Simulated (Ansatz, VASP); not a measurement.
BaTiO3 in VASP and in Ansatz

Contents of POSCAR:

```
BaTiO3
1.0
    3.9128820600      0.0000000000      0.0000000000
    0.0000000000      3.9128820600      0.0000000000
    0.0000000000      0.0000000000      3.9128820600
Ba Ti O
1 1 3
Direct
    0.5000000000      0.5000000000      0.5000000000
    0.0000000000      0.0000000000      0.0000000000
    0.5000000000      0.0000000000      0.0000000000
    0.0000000000      0.5000000000      0.0000000000
    0.0000000000      0.0000000000      0.5000000000
```

INCAR.step1

```
PREC = Accurate
ENCUT = 520
ISMEAR = -1
SIGMA = 0.02
LREAL = False
LASPH = True
NELM = 60
GGA = PE
ALGO = Normal
EDIFF = 1E-4
LWAVE = True
LCHARG = False
```

INCAR.step2

```
PREC = Accurate
ENCUT = 520
EDIFF = 1E-7
ISMEAR = -1
SIGMA = 0.02
LREAL = False
LASPH = True
NELM = 60
ALGO = Normal
ISIF = 2
LWAVE = False
LCHARG = False
METAGGA = R2SCAN
LMIXTAU = True
IBRION = 2
NSW = 50
EDIFFG = -0.01
ISTART = 1
```

The input KPOINTS:

```
regular mesh
0
Gamma
  8 8 8
```

Input for Ansatz:

```yaml
crystal:
  lattice:
    - [3.91288206, 0.0, 0.0]
    - [0.0, 3.91288206, 0.0]
    - [0.0, 0.0, 3.91288206]
  atoms:
    - { symbol: Ba, position: [0.5, 0.5, 0.5] }
    - { symbol: Ti, position: [0.0, 0.0, 0.0] }
    - { symbol: O, position: [0.5, 0.0, 0.0] }
    - { symbol: O, position: [0.0, 0.5, 0.0] }
    - { symbol: O, position: [0.0, 0.0, 0.5] }
  symmetry: { tolerance: 0.0003 }
hamiltonian:
  xc: r2scan
  pseudopotentials: { kind: paw, azcp: { folder: soft_1 } }
basis:
  ecutwfc: 500
magnetization:
  spin_polarized: false
scf:
  occupations: { method: fermi_dirac, width: 0.02 }
kpoints:
  mp_grid: { grid: [8, 8, 8], shift: [0, 0, 0] }
  band_path:
    path:
      - [0.0, 0.0, 0.0]
      - [0.0, 0.5, 0.0]
      - [0.5, 0.5, 0.0]
      - [0.0, 0.0, 0.0]
      - [0.5, 0.5, 0.5]
      - [0.0, 0.5, 0.0]
      - [0.5, 0.5, 0.5]
      - [0.5, 0.5, 0.0]
    npoints: 10
output:
  forces: true
  stress: true
  eigenvalues: true
  write_potential: true
  elf: true
  volumetric_format: npy
  dos: { e_range: [-12, 8], de: 0.05 }
relax:
  max_steps: 30
```

Alike in both runs: task relaxation of the atoms; functional r2SCAN; k mesh 8 × 8 × 8; occupations fermi-dirac, width 0.02 eV; no spin polarisation.

```csv
,VASP,Ansatz
version,VASP 6.6.1,Ansatz 0.2.0
potentials or method,"VASP PAW PBE potentials, release 64 (Ba_sv, Ti_sv, O), cutoff 520 eV",PAW plane waves
valence electrons in the cell,40,40
```

VASP gave:

| Property | Result |
| --- | --- |
| gap on the k mesh at the Fermi level, each at its own relaxed structure (eV) | 2.29 |

Problem. What did Ansatz give for the same quantities?

Solution. gap on the k mesh at the Fermi level, each at its own relaxed structure (eV): 2.33.

VASP's potentials were made for PBE, not for r2SCAN. Ansatz's warnings: stress scf threshold loose.

Spin-orbit coupling is off throughout. Noted on VASP's run: the relaxation stopped at its first step, so nothing moved.
